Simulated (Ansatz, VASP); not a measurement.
Two plane-wave programs on HfO2

```
Hf O
1.0
     0.00000    2.52207    2.52207
     2.52207    0.00000    2.52207
     2.52207    2.52207    0.00000
Hf O
1 2
Direct
  0.00000 0.00000 0.00661
  0.25000 0.25000 0.21313
  0.75000 0.75000 0.71313
```

Change from the starting cell: mode 4 frozen in at -0.093 Å and mode 5 at -0.093 Å (largest displacements).

Alike in both runs: task single point; functional PBEsol; k mesh 8 × 8 × 8; occupations gaussian, width 0.05 eV; no spin polarisation.

|  | VASP | Ansatz |
| --- | --- | --- |
| version | VASP 6.6.1 | Ansatz 0.2.0 |
| potentials or method | VASP PAW PBE potentials, release 64 (Hf_pv, O), cutoff 520 eV | scalar-relativistic, plane waves, PAW |
| valence electrons in the cell | 22 | 38 |

```tsv
	VASP	Ansatz	Ansatz less VASP
gap on the k mesh at the Fermi level (eV)	3.72	3.71	-0.004
least direct gap on the mesh (eV)	3.72	3.71	-0.004
pressure (GPa)	-0.9	2.8	+3.67
traceless stress, the component that is largest in VASP (GPa)	2.40	2.38	-0.010
rms of the force components (eV/Å)	0.448	0.458	+0.0101
```

VASP's potentials were made for PBE, not for PBEsol, and Ansatz warns of the same on its side. Atom by atom the forces differ by 0.010 eV/Å (rms over components). VASP's potentials hold 22 valence electrons a cell and Ansatz's 38, so a difference there can come from the potentials and not from the codes.

Spin-orbit coupling is off throughout.
